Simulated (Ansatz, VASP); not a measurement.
# Al2Cu: VASP beside Ansatz

INCAR

```
PREC = Accurate
ENCUT = 520
EDIFF = 1E-6
ISMEAR = 0
SIGMA = 0.15
LREAL = False
LASPH = True
NELM = 80
ALGO = Fast
ISIF = 2
LWAVE = False
LCHARG = False
GGA = PS
NBANDS = 26
```

The input KPOINTS:

```
Automatic mesh
0
Gamma
  10 10 10
```

POSCAR

```
Al2Cu
1.0
   -3.1163500000      3.1163500000      2.3172500000
    3.1163500000     -3.1163500000      2.3172500000
    3.1163500000      3.1163500000     -2.3172500000
Al Cu
4 2
Direct
    0.1593210787      0.6593210787      0.8186421574
    0.6593210787      0.8406789213      0.5000000000
    0.8406789213      0.3406789213      0.1813578426
    0.3406789213      0.1593210787      0.5000000000
    0.7500000000      0.7500000000      0.0000000000
    0.2500000000      0.2500000000      0.0000000000
```

Input for Ansatz:

```yaml
crystal:
  lattice:
    - [-3.11635, 3.11635, 2.31725]
    - [3.11635, -3.11635, 2.31725]
    - [3.11635, 3.11635, -2.31725]
  atoms:
    - { symbol: Al, position: [0.1593210787, 0.6593210787, 0.8186421574] }
    - { symbol: Al, position: [0.6593210787, 0.8406789213, 0.5] }
    - { symbol: Al, position: [0.8406789213, 0.3406789213, 0.1813578426] }
    - { symbol: Al, position: [0.3406789213, 0.1593210787, 0.5] }
    - { symbol: Cu, position: [0.75, 0.75, 0.0] }
    - { symbol: Cu, position: [0.25, 0.25, 0.0] }
basis:
  ecutwfc: 520.0
kpoints:
  mp_grid: { grid: [10, 10, 10] }
hamiltonian:
  xc: pbesol
  pseudopotentials: { kind: paw, azcp: { folder: soft_1 } }
scf:
  occupations: { method: gaussian, width: 0.15 }
output:
  forces: true
  stress: true
  eigenvalues: true
```

Alike in both runs: task single point; functional PBEsol; k mesh 10 × 10 × 10; occupations gaussian, width 0.15 eV; no spin polarisation.

|  | VASP | Ansatz |
| --- | --- | --- |
| version | VASP 6.6.1 | Ansatz 0.2.0 |
| potentials or method | VASP PAW PBE potentials, release 64 (Al, Cu), cutoff 520 eV | scalar-relativistic, plane waves, PAW |
| valence electrons in the cell | 34 | 50 |

VASP gave:

* gap on the k mesh at the Fermi level (eV): none
* pressure (GPa): -2.9
* traceless stress, the component that is largest in VASP (GPa): 7.85
* rms of the force components (eV/Å): 0.077

Question: Which values does Ansatz return?

Answer: gap on the k mesh at the Fermi level (eV): none; pressure (GPa): -3.2; traceless stress, the component that is largest in VASP (GPa): 7.85; rms of the force components (eV/Å): 0.075.

VASP's potentials were made for PBE, not for PBEsol, and Ansatz warns of the same on its side. Atom by atom the forces differ by 0.002 eV/Å (rms over components). A gap of «none» marks a metal or a gap that the smearing closes. VASP's potentials hold 34 valence electrons a cell and Ansatz's 50, so a difference there can come from the potentials and not from the codes.
